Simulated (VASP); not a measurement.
# Si63Bi (a cell with a defect) in VASP: single point with r2SCAN

Aim: the single point of Si63Bi (a cell with a defect) with r2SCAN.

Program: VASP 6.6.1. These are calculated values, not measurements. Logs are shortened: lines on timing, memory, paths and dates and some standing lists are left out, and cuts for length are marked.

### Step 1. The cell of the first run

The cell holds a defect, 64 atoms: a = 10.866 Å, b = 10.866 Å, c = 10.866 Å, α = 90.00°, β = 90.00°, γ = 90.00°.

### Step 2. Single point, r2SCAN

Input file POSCAR:

```
Si63Bi
1.0
   10.8655790000      0.0000000000      0.0000000000
    0.0000000000     10.8655790000      0.0000000000
    0.0000000000      0.0000000000     10.8655790000
Si Bi
63 1
Direct
    0.9997450000      0.0000670000      0.0001570000
    0.0000790000      0.0002430000      0.5002170000
    0.0000450000      0.4999450000      0.0004340000
    0.0000160000      0.5003700000      0.5003050000
    0.4998220000      0.0002220000      0.0004450000
    0.4999440000      0.0004960000      0.5003090000
    0.4999110000      0.5003790000      0.0003770000
    0.1248850000      0.1252090000      0.1253430000
    0.1238540000      0.1239790000      0.6258020000
    0.1237950000      0.6257390000      0.1240280000
    0.1247010000      0.6250990000      0.6252760000
    0.6255070000      0.1240090000      0.1241280000
    0.6248530000      0.1249840000      0.6253570000
    0.6247420000      0.6251730000      0.1251050000
    0.6409790000      0.6411640000      0.6413530000
    0.2494240000      0.2496280000      0.0000040000
    0.2462480000      0.2465140000      0.4976790000
    0.2500380000      0.7500400000      0.0000020000
    0.2467120000      0.7535460000      0.5013160000
    0.7498680000      0.2501180000      0.0000050000
    0.7532460000      0.2470190000      0.5013780000
    0.7500950000      0.7503220000      0.0010120000
    0.7542070000      0.7544330000      0.4992770000
    0.3748190000      0.3753110000      0.1239400000
    0.3613090000      0.3615120000      0.6374350000
    0.3747370000      0.8766070000      0.1239770000
    0.3755000000      0.8760820000      0.6251020000
    0.8762230000      0.3750090000      0.1239470000
    0.8756300000      0.3758840000      0.6251250000
    0.8750400000      0.8755030000      0.1257380000
    0.8771690000      0.8772980000      0.6266790000
    0.2492580000      0.9997190000      0.2497990000
    0.2497560000      0.9997440000      0.7502870000
    0.2460410000      0.4975840000      0.2466630000
    0.2465670000      0.5009460000      0.7536500000
    0.7497010000      0.9999050000      0.2503850000
    0.7500040000      0.0005760000      0.7504940000
    0.7531250000      0.5010870000      0.2470460000
    0.7539500000      0.4989880000      0.7546490000
    0.3747920000      0.1239170000      0.3750740000
    0.3746070000      0.1236360000      0.8768010000
    0.3611650000      0.6373580000      0.3616580000
    0.3753730000      0.6249770000      0.8758970000
    0.8762390000      0.1237540000      0.3752680000
    0.8750520000      0.1255330000      0.8753910000
    0.8755670000      0.6250530000      0.3756950000
    0.8769720000      0.6262880000      0.8775940000
    0.9993960000      0.2496110000      0.2498010000
    0.9995590000      0.2500440000      0.7500210000
    0.9995900000      0.7500170000      0.2501150000
    0.0003890000      0.7501060000      0.7505610000
    0.4972500000      0.2465520000      0.2464320000
    0.5007320000      0.2468560000      0.7537740000
    0.5008320000      0.7535330000      0.2471660000
    0.4988190000      0.7543890000      0.7543780000
    0.1233920000      0.3751020000      0.3752810000
    0.1233740000      0.3747850000      0.8766890000
    0.1234320000      0.8764440000      0.3750600000
    0.1252540000      0.8751870000      0.8755440000
    0.6369780000      0.3614530000      0.3616300000
    0.6245600000      0.3755720000      0.8761980000
    0.6246610000      0.8759350000      0.3759750000
    0.6261700000      0.8771750000      0.8775090000
    0.5018060000      0.5020490000      0.5021720000
```

Input file INCAR.step1:

```
SYSTEM = Si63Bi
  PREC = Accurate
  ENCUT = 440
  ISMEAR = -1
  SIGMA = 0.05
  LREAL = Auto
  LASPH = .True.
  NELM = 120
  NELECT = 266.0
  ISYM = 0
  NBANDS = 172
  GGA = PE
  ALGO = Normal
  EDIFF = 1E-5
  LWAVE = .True.
  LCHARG = .False.
  GGA_COMPAT = .False.
```

Input file INCAR.step2:

```
SYSTEM = Si63Bi
  PREC = Accurate
  ENCUT = 440
  EDIFF = 1E-6
  ISMEAR = -1
  SIGMA = 0.05
  LREAL = Auto
  LASPH = .True.
  NELM = 120
  ALGO = Normal
  ISIF = 2
  LWAVE = .False.
  LCHARG = .False.
  METAGGA = R2SCAN
  LMIXTAU = .True.
  NELECT = 266.0
  ISYM = 0
  NBANDS = 172
  ISTART = 1
  GGA_COMPAT = .False.
```

Input file KPOINTS:

```
Automatic mesh
0
Gamma
  1 1 1
  0.25 0.25 0.25
```

Potentials or basis: VASP PAW PBE potentials, release 64 (Si, Bi_d).

Launch:

```
$ cat potpaw_PBE.64/Si/POTCAR potpaw_PBE.64/Bi_d/POTCAR > POTCAR
$ cp INCAR.step1 INCAR
$ mpirun -np 1 vasp_std > vasp.out
$ cp INCAR.step2 INCAR
$ mpirun -np 1 vasp_std > vasp.out
```

OUTCAR:

```text
SYSTEM = Si63Bi
   PREC = Accurate
   ENCUT = 440
   EDIFF = 1E-6
   ISMEAR = -1
   LREAL = Auto
   LASPH = .True.
   NELM = 120
   ISIF = 2
   METAGGA = R2SCAN
   NELECT = 266.0
   ISYM = 0
   ISTART = 1

 ion  position               nearest neighbor table
   1  1.000  0.000  0.000-  30 2.35  45 2.35  59 2.35   8 2.36
   2  0.000  0.000  0.500-  44 2.34  58 2.34  31 2.34   9 2.34
   3  0.000  0.500  0.000-  57 2.34  28 2.34  47 2.34  10 2.34
   4  0.000  0.500  0.500-  56 2.34  29 2.34  46 2.34  11 2.35
   5  0.500  0.000  0.000-  26 2.34  41 2.34  63 2.34  12 2.34
   6  0.500  0.000  0.500-  62 2.34  27 2.34  40 2.35  13 2.35
[... 56 lines left out ...]
  63  0.626  0.877  0.878-   5 2.34  55 2.34  37 2.35  22 2.35
  64  0.502  0.502  0.502-  25 2.61  60 2.61  42 2.61  15 2.62

IMPORTANT INFORMATION: All symmetrisations will be switched off!
NOSYMM: (Re-)initialisation of all symmetry stuff for point group C_1.

----------------------------------------------------------------------------------------

                                     Primitive cell

  volume of cell :    1282.7990

  direct lattice vectors                    reciprocal lattice vectors
    10.865579000  0.000000000  0.000000000     0.092033752  0.000000000  0.000000000
     0.000000000 10.865579000  0.000000000     0.000000000  0.092033752  0.000000000
     0.000000000  0.000000000 10.865579000     0.000000000  0.000000000  0.092033752

  length of vectors
    10.865579000 10.865579000 10.865579000     0.092033752  0.092033752  0.092033752

  position of ions in fractional coordinates (direct lattice)
     0.999745000  0.000067000  0.000157000
     0.000079000  0.000243000  0.500217000
     0.000045000  0.499945000  0.000434000
     0.000016000  0.500370000  0.500305000
     0.499822000  0.000222000  0.000445000
     0.499944000  0.000496000  0.500309000
[... 56 lines left out ...]
     0.626170000  0.877175000  0.877509000
     0.501806000  0.502049000  0.502172000

  ion indices of the primitive-cell ions
   primitive index   ion index
                 1           1
                 2           2
                 3           3
                 4           4
                 5           5
                 6           6
[... 56 lines left out ...]
                63          63
                64          64

----------------------------------------------------------------------------------------

 KPOINTS: Automatic mesh

Automatic generation of k-mesh.
 Grid dimensions read from file:
 generate k-points for:    1    1    1

 Generating k-lattice:

  Cartesian coordinates                     Fractional coordinates (reciprocal lattice)
     0.092033752  0.000000000  0.000000000     1.000000000  0.000000000  0.000000000
     0.000000000  0.092033752  0.000000000     0.000000000  1.000000000  0.000000000
     0.000000000  0.000000000  0.092033752     0.000000000  0.000000000  1.000000000

  Length of vectors
     0.092033752  0.092033752  0.092033752

  Shift w.r.t. Gamma in fractional coordinates (k-lattice)
     0.250000000  0.250000000  0.250000000

 Subroutine IBZKPT returns following result:
 ===========================================

 Found      4 irreducible k-points:

 Following reciprocal coordinates:
            Coordinates               Weight
  0.250000  0.250000  0.250000      2.000000
 -0.250000  0.250000  0.250000      2.000000
 -0.250000 -0.250000  0.250000      2.000000
  0.250000 -0.250000  0.250000      2.000000
   k-points           NKPTS =      4   k-points in BZ     NKDIM =      4   number of bands    NBANDS=    172
   number of dos      NEDOS =    301   number of ions     NIONS =     64
   total plane-waves  NPLWV = 512000
   dimension x,y,z NGX =    80 NGY =   80 NGZ =   80
   dimension x,y,z NGXF=   160 NGYF=  160 NGZF=  160
   ions per type =              63   1
   NGX,Y,Z   is equivalent  to a cutoff of  12.24, 12.24, 12.24 a.u.
   NGXF,Y,Z  is equivalent  to a cutoff of  24.48, 24.48, 24.48 a.u.
 SYSTEM =  Si63Bi
   PREC   = accura    normal or accurate (medium, high low for compatibility)
   ISTART =      1    job   : 0-new  1-cont  2-samecut
   ICHARG =      0    charge: 1-file 2-atom 10-const
   ISPIN  =      1    spin polarized calculation?
   LNONCOLLINEAR =      F non collinear calculations
   LSORBIT =      F    spin-orbit coupling
   LASPH  =      T    aspherical Exc in radial PAW
   ENCUT  =  440.0 eV  32.34 Ry    5.69 a.u.  18.58 18.58 18.58*2*pi/ulx,y,z
   NELM   =    120;   NELMIN=  2; NELMDL=  0     # of ELM steps
   EDIFF  = 0.1E-05   stopping-criterion for ELM
   LREAL  =      T    real-space projection
   EDIFFG = 0.1E-04   stopping-criterion for IOM
   NSW    =      0    number of steps for IOM
   IBRION =     -1    ionic relax: 0-MD 1-quasi-New 2-CG
   NFREE  =      0    steps in history (QN), initial steepest desc. (CG)
   ISIF   =      2    stress and relaxation
   ISYM   =      0    0-nonsym 1-usesym 2-fastsym
   POTIM  = 0.5000    time-step for ionic-motion
   TEBEG  =    0.0;   TEEND  =   0.0 temperature during run
   PSTRESS=    0.0 pullay stress
   NELECT =     266.0000    total number of electrons
   NUPDOWN=      -1.0000    fix difference up-down
   EMIN   =  10.00;   EMAX   =-10.00  energy-range for DOS
   EFERMI =   0.00;   METHOD = LEGACY
   ISMEAR =    -1;   SIGMA  =   0.05  broadening in eV -4-tet -1-fermi 0-gaus
   EFERMI_NEDOS =   21; number of points for ismear=-14 and -15
   IALGO  =     38    algorithm
   IMIX   =      4    mixing-type and parameters
     AMIX     =   0.40;   BMIX     =  1.00
     AMIX_MAG =   1.60;   BMIX_MAG =  1.00
  volume/ion in A,a.u.               =      20.04       135.26
  Fermi-wavevector in a.u.,A,eV,Ry     =   0.968982  1.831111 12.774873  0.938927
  Thomas-Fermi vector in A             =   2.098997
   LORBIT       =      0    0 simple, 1 ext, 2 COOP (PROOUT), +10 PAW based schemes
   METAGGA = R2SCAN    functional components
   LHFCALC =     F    Hartree Fock is set to
   AEXX    =    0.0000 exact exchange contribution
   IVDW    =     0    specifies the selected vdW correction
   LEPSILON=     F    determine dielectric tensor
   LRPA    =     F    only Hartree local field effects (RPA)
 non-spin polarized calculation
  energy-cutoff  :      440.00
  volume of cell :     1282.80
 maximum number of plane-waves:     26886
 NGX is ok and might be reduce to    80
   NGX = 37   NGY = 37   NGZ = 37

 number of electron     266.0000014 magnetization

 Free energy of the ion-electron system (eV)
  ---------------------------------------------------
  ext. energy  EPLUGINS =         0.00000000
  ---------------------------------------------------
  free energy    TOTEN  =      -616.12523937 eV

  energy without entropy =     -616.12522338  energy(sigma->0) =     -616.12523137

 E-fermi :   6.1826     XC(G=0):  -9.8909

 val. band max:        5.5603729832   @ k =  -0.2500  -0.2500   0.2500
 cond. band min:       6.7843777568   @ k =   0.2500  -0.2500   0.2500
 fundamental gap:      1.2240047737
 Fermi energy:         6.1825825729

 k-point     1 :       0.2500    0.2500    0.2500
  band No.  band energies     occupation
      1     -17.5893      2.00000
      2     -17.5890      2.00000
      3     -17.5848      2.00000
      4     -17.5233      2.00000
      5     -17.5233      2.00000
      6      -6.9869      2.00000
[... 137 lines left out ...]
    144       7.9998      0.00000
    145       8.0985      0.00000

 k-point     2 :      -0.2500    0.2500    0.2500
  band No.  band energies     occupation
      1     -17.5893      2.00000
      2     -17.5890      2.00000
      3     -17.5848      2.00000
      4     -17.5233      2.00000
      5     -17.5233      2.00000
      6      -6.9870      2.00000
[... 137 lines left out ...]
    144       7.9985      0.00000
    145       8.0911      0.00000

 k-point     3 :      -0.2500   -0.2500    0.2500
  band No.  band energies     occupation
      1     -17.5893      2.00000
      2     -17.5890      2.00000
      3     -17.5848      2.00000
      4     -17.5233      2.00000
      5     -17.5233      2.00000
      6      -6.9870      2.00000
[... 137 lines left out ...]
    144       7.9987      0.00000
    145       8.0911      0.00000

 k-point     4 :       0.2500   -0.2500    0.2500
  band No.  band energies     occupation
      1     -17.5893      2.00000
      2     -17.5890      2.00000
      3     -17.5848      2.00000
      4     -17.5233      2.00000
      5     -17.5233      2.00000
      6      -6.9870      2.00000
[... 137 lines left out ...]
    144       7.9985      0.00000
    145       8.0913      0.00000
 [bands above 145 left out]

------------------------ aborting loop because EDIFF is reached ----------------------------------------

  FORCE on cell =-STRESS in cart. coord.  units (eV):
  Direction    XX          YY          ZZ          XY          YZ          ZX
  --------------------------------------------------------------------------------------
  -------------------------------------------------------------------------------------
  Total        2.4215979      2.4250654      2.4109051     -0.5076080     -0.4989420     -0.5519397
  in kB        3.0245028      3.0288336      3.0111478     -0.6339871     -0.6231635     -0.6893561
  external PRESSURE =       3.0214947 kB  Pullay stress =       0.0000000 kB

 VOLUME and BASIS-vectors are now :
 -----------------------------------------------------------------------------
  energy-cutoff  :      440.00
  volume of cell :     1282.80
      direct lattice vectors                 reciprocal lattice vectors
    10.865579000  0.000000000  0.000000000     0.092033752  0.000000000  0.000000000
     0.000000000 10.865579000  0.000000000     0.000000000  0.092033752  0.000000000
     0.000000000  0.000000000 10.865579000     0.000000000  0.000000000  0.092033752

 POSITION                                       TOTAL-FORCE (eV/Angst)
 -----------------------------------------------------------------------------------
     10.86281      0.00073      0.00171         0.032339      0.028927      0.025060
      0.00086      0.00264      5.43515         0.033279      0.034130      0.048661
      0.00049      5.43219      0.00472         0.033743      0.053351      0.035659
      0.00017      5.43681      5.43610         0.014501      0.025021      0.026081
      5.43086      0.00241      0.00484         0.053292      0.037507      0.033735
      5.43218      0.00539      5.43615         0.024031      0.022760      0.027956
[... 56 lines left out ...]
      6.80370      9.53101      9.53464        -0.081729     -0.013311     -0.016095
      5.45241      5.45505      5.45639        -0.027006     -0.018871     -0.026774
 -----------------------------------------------------------------------------------
    total drift:                                0.010261      0.004126      0.000118

  FREE ENERGIE OF THE ION-ELECTRON SYSTEM (eV)
  ---------------------------------------------------
  free  energy   TOTEN  =      -616.1252393686 eV

  energy  without entropy=     -616.1252233810  energy(sigma->0) =     -616.12523137
```

Wall time 2 h (1 thread of Intel Xeon 8259CL, shared host); peak memory 1.3 GiB.

Results:

* Free energy: -616.1252 eV
* Largest force: 0.215 eV/Å

Forces in eV/Å, atoms in the order of the input:
```
Si   0.032  0.029  0.025
Si   0.033  0.034  0.049
Si   0.034  0.053  0.036
Si   0.015  0.025  0.026
Si   0.053  0.038  0.034
Si   0.024  0.023  0.028
Si   0.025  0.020  0.023
Si  -0.036 -0.036 -0.033
Si  -0.031 -0.029 -0.053
Si  -0.031 -0.059 -0.026
Si  -0.032 -0.015 -0.015
Si  -0.060 -0.027 -0.029
Si  -0.014 -0.035 -0.015
Si  -0.008 -0.016 -0.031
Si  -0.122 -0.122 -0.129
Si   0.015  0.026  0.024
Si  -0.004  0.000  0.095
Si   0.011  0.040  0.031
Si   0.028 -0.009  0.004
Si   0.032  0.017  0.030
Si  -0.017  0.031 -0.003
Si   0.034  0.035  0.028
Si   0.033  0.036  0.035
Si  -0.038 -0.034 -0.032
Si   0.043  0.043  0.041
Si  -0.034 -0.019 -0.047
Si  -0.036 -0.020 -0.022
Si  -0.008 -0.037 -0.048
Si  -0.013 -0.035 -0.017
Si  -0.020 -0.027 -0.029
Si  -0.016 -0.016 -0.081
Si   0.026  0.031  0.019
Si   0.025  0.036  0.033
Si   0.006  0.100 -0.003
Si   0.033  0.009 -0.012
Si   0.041  0.029  0.021
Si   0.035  0.041  0.035
Si  -0.015  0.008  0.035
Si   0.042  0.036  0.039
Si  -0.032 -0.036 -0.026
Si  -0.031 -0.044 -0.019
Si   0.048  0.029  0.048
Si  -0.026 -0.021 -0.019
Si  -0.014 -0.046 -0.037
Si  -0.022 -0.034 -0.021
Si  -0.012 -0.024 -0.024
Si  -0.017 -0.077 -0.017
Si   0.027  0.019  0.024
Si   0.029  0.024  0.041
Si   0.028  0.042  0.021
Si   0.036  0.043  0.035
Si   0.101 -0.004  0.003
Si   0.004  0.029 -0.017
Si   0.001 -0.011  0.032
Si   0.033  0.037  0.046
Si  -0.024 -0.035 -0.031
Si  -0.036 -0.034 -0.016
Si  -0.044 -0.015 -0.025
Si  -0.037 -0.020 -0.020
Si   0.043  0.043  0.050
Si  -0.015 -0.023 -0.020
Si  -0.017 -0.017 -0.031
Si  -0.082 -0.013 -0.016
Bi  -0.027 -0.019 -0.027
```

Caveat: the cell carries a net charge on a neutralising background, which shifts energy and pressure; the cell is charged against a uniform background, so pressure and absolute levels hang on convention; the PAW data sets were made with another functional, which shifts forces and pressure a little; spin-orbit coupling is left out, which moves the levels of the heavy elements.
